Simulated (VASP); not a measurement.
Set up this calculation in VASP 6.6.1, as the native input.

| Quantity | Value |
| --- | --- |
| Task | single point |
| Functional | PBEsol |
| Potentials or basis | VASP PAW PBE potentials, release 64 (Zn, O) |
| Cutoff | 600 eV |
| k mesh | 8 × 8 × 5 |
| Occupations | fermi-dirac, width 0.02 eV |
| Spin | no spin polarisation |
| Dipole correction | no |
| Further INCAR settings | ALGO = Normal; EDIFF = 1e-06; NBANDS = 26 |

The structure of ZnO lies in POSCAR:

```
ZnO
1.0
    3.2297824503      0.0000000000      0.0000000000
   -1.6148912252      2.7970736507      0.0000000000
    0.0000000000      0.0000000000      5.2149468832
Zn O
2 2
Direct
    0.3333333333      0.6666666667      0.5000730935
    0.6666666667      0.3333333333      0.0000730935
    0.6666666667      0.3333333333      0.3789369065
    0.3333333333      0.6666666667      0.8789369065
```

These files were run (other wordings do the same):

INCAR

```
SYSTEM = ZnO
  PREC = Accurate
  ENCUT = 600
  EDIFF = 1E-6
  ISMEAR = -1
  SIGMA = 0.02
  LREAL = .FALSE.
  LASPH = .TRUE.
  NELM = 120
  ALGO = Normal
  ISIF = 2
  LWAVE = .FALSE.
  LCHARG = .TRUE.
  GGA = PS
  LELF = .TRUE.
  LVHAR = .TRUE.
  NBANDS = 26
  GGA_COMPAT = .FALSE.
```

KPOINTS

```
regular mesh
0
G
  8 8 5
  0 0 0
```

Potentials or basis: VASP PAW PBE potentials, release 64 (Zn, O).

Command:

```console
$ cat potpaw_PBE.64/Zn/POTCAR potpaw_PBE.64/O/POTCAR > POTCAR
$ mpirun -np 1 vasp_std > vasp.out
```

It gave:

| Quantity | Value |
| --- | --- |
| Pressure | 0.5 GPa |
| Band gap on the k mesh | 0.69 eV |

Caveat: the PAW data sets were made with another functional, which shifts forces and pressure a little.

Run time: 57 s on 1 thread of Intel(R) Xeon(R) Platinum 8488C (Sapphire Rapids), on a shared host, peak memory 0.19 GiB.
